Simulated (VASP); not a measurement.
# InSe (C2/m) in VASP: further runs

InSe is run at these levels: LDA; tasks: single point.

Program: VASP 6.6.1. These are calculated values, not measurements. Logs are shortened: lines on timing, memory, paths and dates and some standing lists are left out, and cuts for length are marked.

**1. The cell of the first run**

The structure is monoclinic, space group C2/m (No. 12). The conventional cell has a = 11.736 Å, b = 4.110 Å, c = 4.610 Å, α = 90.00°, β = 110.30°, γ = 90.00°. Within 3.4 Å of In (site symmetry m) lie 3 Se at 2.58 to 2.78 Å and 1 In at 2.74 Å. Within 3.4 Å of Se (site symmetry m) lie 3 In at 2.58 to 2.78 Å.

**2. Single point, LDA**

Contents of INCAR:

```
SYSTEM = InSe
ALGO     = Normal         ! electronic algorithm
EDIFF    = 1E-7           ! SCF threshold, eV
ENCUT    = 520            ! plane-wave cutoff, eV
GGA      = CA             ! functional
ISIF     = 2              ! what is computed and relaxed
ISMEAR   = 0              ! smearing method
LASPH    = .TRUE.         ! aspherical terms in the spheres
LCHARG   = .FALSE.        ! write CHGCAR
LREAL    = .FALSE.        ! projectors in reciprocal space
LWAVE    = .FALSE.        ! write WAVECAR
NBANDS   = 27             ! bands
NELM     = 80             ! most SCF steps
PREC     = Accurate       ! precision mode
SIGMA    = 0.01           ! smearing width, eV
```

Contents of KPOINTS:

```
k-points
0
G
  6 6 4
  0 0 0
```

Contents of POSCAR:

```
InSe
1.0
    6.2173400000      0.0000000000      0.0000000000
    4.8588728816      3.8790038664      0.0000000000
   -1.5095221680     -0.5286502154      4.3236525964
In Se
2 2
Direct
    0.8840000000      0.8840000000      0.0050000000
    0.1160000000      0.1160000000      0.9950000000
    0.6600000000      0.6600000000      0.6420000000
    0.3400000000      0.3400000000      0.3580000000
```

Potentials or basis: VASP PAW LDA potentials, release 64 (In_d, Se).

Command:

```console
$ cat potpaw_LDA.64/In_d/POTCAR potpaw_LDA.64/Se/POTCAR > POTCAR
$ mpirun -np 1 vasp_std > vasp.out
```

OUTCAR:

```text
SYSTEM = InSe
   EDIFF = 1E-7
   ENCUT = 520
   GGA = CA
   ISIF = 2
   ISMEAR = 0
   LASPH = .TRUE.
   LREAL = .FALSE.
   NELM = 80
   PREC = Accurate

 ion  position               nearest neighbor table
   1  0.884  0.884  0.005-   3 2.58   2 2.74   4 2.78   4 2.78   2 3.74   2 3.74
   2  0.116  0.116  0.995-   4 2.58   1 2.74   3 2.78   3 2.78   1 3.74   1 3.74
   3  0.660  0.660  0.642-   1 2.58   2 2.78   2 2.78
   4  0.340  0.340  0.358-   2 2.58   1 2.78   1 2.78

  LATTYP: Found a base centered monoclinic cell.
 ALAT       =    11.7358068659
 B/A-ratio  =     0.3502103027
 C/A-ratio  =     0.3928149170
 COS(beta)  =    -0.3469446776

  Lattice vectors:

 A1 = (   6.2173400000,   0.0000000000,   0.0000000000)
 A2 = (   4.8588728816,   3.8790038664,   0.0000000000)
 A3 = (  -1.5095221680,  -0.5286502154,   4.3236525964)

Analysis of symmetry for initial positions (statically):
=====================================================================
 Subroutine PRICEL returns:
 Original cell was already a primitive cell.

 Routine SETGRP: Setting up the symmetry group for a
 base centered monoclinic supercell.

 Subroutine GETGRP returns: Found  4 space group operations
 (whereof  4 operations were pure point group operations)
 out of a pool of  4 trial point group operations.

The static configuration has the point symmetry C_2h.

Analysis of symmetry for dynamics (positions and initial velocities):
=====================================================================
 Subroutine PRICEL returns:
 Original cell was already a primitive cell.

 Routine SETGRP: Setting up the symmetry group for a
 base centered monoclinic supercell.

 Subroutine GETGRP returns: Found  4 space group operations
 (whereof  4 operations were pure point group operations)
 out of a pool of  4 trial point group operations.

The dynamic configuration has the point symmetry C_2h.

 Subroutine INISYM returns: Found  4 space group operations
 (whereof  4 operations are pure point group operations),
 and found     1 'primitive' translations

----------------------------------------------------------------------------------------

                                     Primitive cell

  volume of cell :     104.2739

  direct lattice vectors                    reciprocal lattice vectors
     6.217340000  0.000000000  0.000000000     0.160840488 -0.201470149  0.031520813
     4.858872882  3.879003866  0.000000000     0.000000000  0.257798145  0.031520813
    -1.509522168 -0.528650215  4.323652596     0.000000000  0.000000000  0.231285927

  length of vectors
     6.217340000  6.217340000  4.610000000     0.259718011  0.259718011  0.231285927

  position of ions in fractional coordinates (direct lattice)
     0.884000000  0.884000000  0.005000000
     0.116000000  0.116000000  0.995000000
     0.660000000  0.660000000  0.642000000
     0.340000000  0.340000000  0.358000000

  ion indices of the primitive-cell ions
   primitive index   ion index
                 1           1
                 2           2
                 3           3
                 4           4

----------------------------------------------------------------------------------------

 KPOINTS: k-points

Automatic generation of k-mesh.
 Grid dimensions read from file:
 generate k-points for:    6    6    4

 Generating k-lattice:

  Cartesian coordinates                     Fractional coordinates (reciprocal lattice)
     0.026806748 -0.033578358  0.005253469     0.166666667 -0.000000000  0.000000000
     0.000000000  0.042966357  0.005253469     0.000000000  0.166666667  0.000000000
     0.000000000  0.000000000  0.057821482     0.000000000  0.000000000  0.250000000

  Length of vectors
     0.043286335  0.043286335  0.057821482

  Shift w.r.t. Gamma in fractional coordinates (k-lattice)
     0.000000000  0.000000000  0.000000000

 Subroutine IBZKPT returns following result:
 ===========================================

 Found     47 irreducible k-points:

 Following reciprocal coordinates:
            Coordinates               Weight
  0.000000  0.000000  0.000000      1.000000
  0.166667 -0.000000  0.000000      4.000000
  0.333333  0.000000 -0.000000      4.000000
  0.500000 -0.000000  0.000000      2.000000
  0.166667  0.166667  0.000000      2.000000
  0.333333  0.166667 -0.000000      4.000000
[... 16 lines left out ...]
 -0.333333  0.166667  0.250000      4.000000
 -0.166667  0.166667  0.250000      4.000000
 [... further k-points ...]
   k-points           NKPTS =     47   k-points in BZ     NKDIM =     47   number of bands    NBANDS=     27
   number of dos      NEDOS =    301   number of ions     NIONS =      4
   total plane-waves  NPLWV =  82944
   dimension x,y,z NGX =    48 NGY =   48 NGZ =   36
   dimension x,y,z NGXF=    96 NGYF=   96 NGZF=   72
   ions per type =               2   2
   NGX,Y,Z   is equivalent  to a cutoff of  12.83, 12.83, 12.98 a.u.
   NGXF,Y,Z  is equivalent  to a cutoff of  25.67, 25.67, 25.96 a.u.
 SYSTEM =  InSe
   PREC   = accura    normal or accurate (medium, high low for compatibility)
   ISTART =      0    job   : 0-new  1-cont  2-samecut
   ICHARG =      2    charge: 1-file 2-atom 10-const
   ISPIN  =      1    spin polarized calculation?
   LNONCOLLINEAR =      F non collinear calculations
   LSORBIT =      F    spin-orbit coupling
   LASPH  =      T    aspherical Exc in radial PAW
   ENCUT  =  520.0 eV  38.22 Ry    6.18 a.u.  11.56 11.56  8.57*2*pi/ulx,y,z
   NELM   =     80;   NELMIN=  2; NELMDL= -5     # of ELM steps
   EDIFF  = 0.1E-06   stopping-criterion for ELM
   LREAL  =      F    real-space projection
   EDIFFG = 0.1E-05   stopping-criterion for IOM
   NSW    =      0    number of steps for IOM
   IBRION =     -1    ionic relax: 0-MD 1-quasi-New 2-CG
   NFREE  =      0    steps in history (QN), initial steepest desc. (CG)
   ISIF   =      2    stress and relaxation
   ISYM   =      2    0-nonsym 1-usesym 2-fastsym
   POTIM  = 0.5000    time-step for ionic-motion
   TEBEG  =    0.0;   TEEND  =   0.0 temperature during run
   PSTRESS=    0.0 pullay stress
   NELECT =      38.0000    total number of electrons
   NUPDOWN=      -1.0000    fix difference up-down
   EMIN   =  10.00;   EMAX   =-10.00  energy-range for DOS
   EFERMI =   0.00;   METHOD = LEGACY
   ISMEAR =     0;   SIGMA  =   0.01  broadening in eV -4-tet -1-fermi 0-gaus
   EFERMI_NEDOS =   21; number of points for ismear=-14 and -15
   IALGO  =     38    algorithm
   IMIX   =      4    mixing-type and parameters
     AMIX     =   0.40;   BMIX     =  1.00
     AMIX_MAG =   1.60;   BMIX_MAG =  1.00
  volume/ion in A,a.u.               =      26.07       175.92
  Fermi-wavevector in a.u.,A,eV,Ry     =   1.169349  2.209749 18.604295  1.367377
  Thomas-Fermi vector in A             =   2.305823
   LORBIT       =      0    0 simple, 1 ext, 2 COOP (PROOUT), +10 PAW based schemes
   GGA     = CA    functional components
   LHFCALC =     F    Hartree Fock is set to
   AEXX    =    0.0000 exact exchange contribution
   IVDW    =     0    specifies the selected vdW correction
   LEPSILON=     F    determine dielectric tensor
   LRPA    =     F    only Hartree local field effects (RPA)
 non-spin polarized calculation
 Gauss-broadening in eV      SIGMA  =   0.01
  energy-cutoff  :      520.00
  volume of cell :      104.27
 maximum number of plane-waves:      2829
 NGX is ok and might be reduce to    48
   NGX = 23   NGY = 23   NGZ = 17

 number of electron      38.0000002 magnetization

 Free energy of the ion-electron system (eV)
  ---------------------------------------------------
  ext. energy  EPLUGINS =         0.00000000
  ---------------------------------------------------
  free energy    TOTEN  =       -16.53352342 eV

  energy without entropy =      -16.53352342  energy(sigma->0) =      -16.53352342

 E-fermi :   4.7352     XC(G=0):  -9.8915

 val. band max:        4.6592073516   @ k =  -0.3333  -0.3333   0.2500
 cond. band min:       5.7022375480   @ k =   0.5000   0.5000   0.0000
 fundamental gap:      1.0430301965
 Fermi energy:         4.7352149345

 k-point     1 :       0.0000    0.0000    0.0000
  band No.  band energies     occupation
      1      -9.8835      2.00000
      2      -9.8413      2.00000
      3      -9.5333      2.00000
      4      -9.5121      2.00000
      5      -9.4692      2.00000
      6      -9.4664      2.00000
[... 19 lines left out ...]
     26      11.7211      0.00000
     27      13.3447      0.00000

 k-point     2 :       0.1667   -0.0000    0.0000
  band No.  band energies     occupation
      1      -9.8853      2.00000
      2      -9.8270      2.00000
      3      -9.5846      2.00000
      4      -9.5087      2.00000
      5      -9.4879      2.00000
      6      -9.4599      2.00000
[... 19 lines left out ...]
     26      11.6019      0.00000
     27      13.0473      0.00000

 k-point     3 :       0.3333    0.0000   -0.0000
  band No.  band energies     occupation
      1      -9.8837      2.00000
      2      -9.8156      2.00000
      3      -9.6272      2.00000
      4      -9.5547      2.00000
      5      -9.4784      2.00000
      6      -9.4731      2.00000
[... 19 lines left out ...]
     26      12.5277      0.00000
     27      12.6249      0.00000

 k-point     4 :       0.5000   -0.0000    0.0000
  band No.  band energies     occupation
      1      -9.8816      2.00000
      2      -9.8195      2.00000
      3      -9.6051      2.00000
      4      -9.6049      2.00000
      5      -9.4796      2.00000
      6      -9.4708      2.00000
[... 19 lines left out ...]
     26      12.3088      0.00000
     27      13.3153      0.00000
[... 516 lines left out ...]
      4      -9.6049      2.00000
      5      -9.4907      2.00000
      6      -9.4599      2.00000
[... 19 lines left out ...]
     26      11.3256      0.00000
     27      13.0407      0.00000

 k-point    23 :      -0.3333    0.1667    0.2500
  band No.  band energies     occupation
      1      -9.9114      2.00000
      2      -9.8149      2.00000
      3      -9.6747      2.00000
      4      -9.5761      2.00000
      5      -9.4999      2.00000
      6      -9.4538      2.00000
[... 19 lines left out ...]
     26      11.5336      0.00000
     27      13.2301      0.00000

 k-point    24 :      -0.1667    0.1667    0.2500
  band No.  band energies     occupation
      1      -9.8758      2.00000
      2      -9.8611      2.00000
      3      -9.6538      2.00000
      4      -9.5347      2.00000
      5      -9.4962      2.00000
      6      -9.4617      2.00000
[... 19 lines left out ...]
     26      12.2219      0.00000
     27      12.8527      0.00000

 [... further k-points ...]
[... 5 lines left out ...]
  --------------------------------------------------------------------------------------
  -------------------------------------------------------------------------------------
  Total       -0.3741920     -1.7551296     -1.4814513      0.5512248      0.4514877      1.2891900
  in kB       -5.7494921    -26.9677154    -22.7626244      8.4696155      6.9371462     19.8085144
  external PRESSURE =     -18.4932773 kB  Pullay stress =       0.0000000 kB

 VOLUME and BASIS-vectors are now :
 -----------------------------------------------------------------------------
  energy-cutoff  :      520.00
  volume of cell :      104.27
      direct lattice vectors                 reciprocal lattice vectors
     6.217340000  0.000000000  0.000000000     0.160840488 -0.201470149  0.031520813
     4.858872882  3.879003866  0.000000000     0.000000000  0.257798145  0.031520813
    -1.509522168 -0.528650215  4.323652596     0.000000000  0.000000000  0.231285927

 POSITION                                       TOTAL-FORCE (eV/Angst)
 -----------------------------------------------------------------------------------
      9.78382      3.42640      0.02162        -0.202935     -0.071070      0.513110
     -0.21713     -0.07604      4.30203         0.202935      0.071070     -0.513110
      6.34119      2.22075      2.77578        -0.630875     -0.220939      0.094792
      3.22550      1.12960      1.54787         0.630875      0.220939     -0.094792
 -----------------------------------------------------------------------------------
    total drift:                               -0.000000     -0.000000      0.000000

  FREE ENERGIE OF THE ION-ELECTRON SYSTEM (eV)
  ---------------------------------------------------
  free  energy   TOTEN  =       -16.5335234186 eV

  energy  without entropy=      -16.5335234186  energy(sigma->0) =      -16.53352342
```

Run time: 82 s. Hardware: 1 thread of Intel Xeon 6975P-C (Granite Rapids), shared host; peak memory 0.28 GiB.

Results:

- Free energy: -16.5335 eV
- Pressure: -1.8 GPa
- Largest force: 0.675 eV/Å
- Band gap on the k mesh: 1.04 eV, indirect (least direct gap 1.33 eV)

Forces on the atoms (eV/Å):
```
In  -0.203 -0.071  0.513
In   0.203  0.071 -0.513
Se  -0.631 -0.221  0.095
Se   0.631  0.221 -0.095
```

Caveat: spin-orbit coupling is left out, which moves the levels of the heavy elements.

**3. Single point, LDA**

Contents of INCAR:

```
SYSTEM = InSe
PREC     = Accurate       ! precision mode
ENCUT    = 520            ! plane-wave cutoff, eV
EDIFF    = 1E-6           ! SCF threshold, eV
ISMEAR   = 0              ! smearing method
SIGMA    = 0.01           ! smearing width, eV
LREAL    = .FALSE.        ! projectors in reciprocal space
LASPH    = .TRUE.         ! aspherical terms in the spheres
NELM     = 80             ! most SCF steps
ALGO     = Normal         ! electronic algorithm
ISIF     = 2              ! what is computed and relaxed
LWAVE    = .FALSE.        ! write WAVECAR
LCHARG   = .TRUE.         ! write CHGCAR
LELF     = .TRUE.         ! ELF
LVHAR    = .TRUE.       
NBANDS   = 27             ! bands
```

Contents of KPOINTS:

```
regular mesh
0
G
  6 6 4
  0 0 0
```

POSCAR is that of step 2.

Potentials or basis: VASP PAW LDA potentials, release 64 (In_d, Se).

Command:

```console
$ cat potpaw_LDA.64/In_d/POTCAR potpaw_LDA.64/Se/POTCAR > POTCAR
$ mpirun -np 1 vasp_std > vasp.out
```

Wall time 80 s (1 thread of Intel Xeon 6975P-C (Granite Rapids), shared host); peak memory 0.28 GiB.

Results (log left out):

```yaml
Free_energy: -16.5335 eV
Pressure: -1.8 GPa
Largest_force: 0.675 eV/Å
Band_gap_on_the_k_mesh: 1.04 eV, indirect (least direct gap 1.33 eV)
```

Forces on the atoms (eV/Å):
```
In  -0.202 -0.071  0.513
In   0.202  0.071 -0.513
Se  -0.631 -0.221  0.095
Se   0.631  0.221 -0.095
```

Stress tensor (GPa, compression positive):
```
-0.55  0.85  1.98
 0.85 -2.67  0.69
 1.98  0.69 -2.25
```

Levels at points of the mesh, in eV from the valence-band top:
| k point | band 16 | band 17 | band 18 | band 19 | band 20 | band 21 | band 22 | band 23 |
| --- | --- | --- | --- | --- | --- | --- | --- | --- |
| (0.00, 0.00, 0.00) | -2.69 | -2.16 | -1.65 | -1.02 | 2.82 | 3.54 | 4.39 | 4.65 |
| (0.50, 0.00, 0.00) | -1.91 | -1.54 | -1.48 | -1.13 | 1.49 | 2.43 | 3.13 | 3.34 |
| (0.50, 0.50, 0.00) | -2.52 | -1.08 | -0.50 | -0.29 | 1.04 | 2.89 | 3.09 | 4.48 |
| (0.00, 0.00, 0.50) | -1.50 | -1.48 | -1.02 | -0.28 | 1.08 | 2.32 | 3.37 | 3.64 |
| (0.50, 0.00, 0.50) | -3.21 | -2.68 | -2.33 | -1.56 | 2.21 | 3.31 | 4.03 | 4.64 |
| (0.50, 0.50, 0.50) | -1.32 | -1.27 | -1.27 | -0.43 | 2.38 | 3.00 | 3.25 | 3.90 |

Caveat: spin-orbit coupling is left out, which moves the levels of the heavy elements.
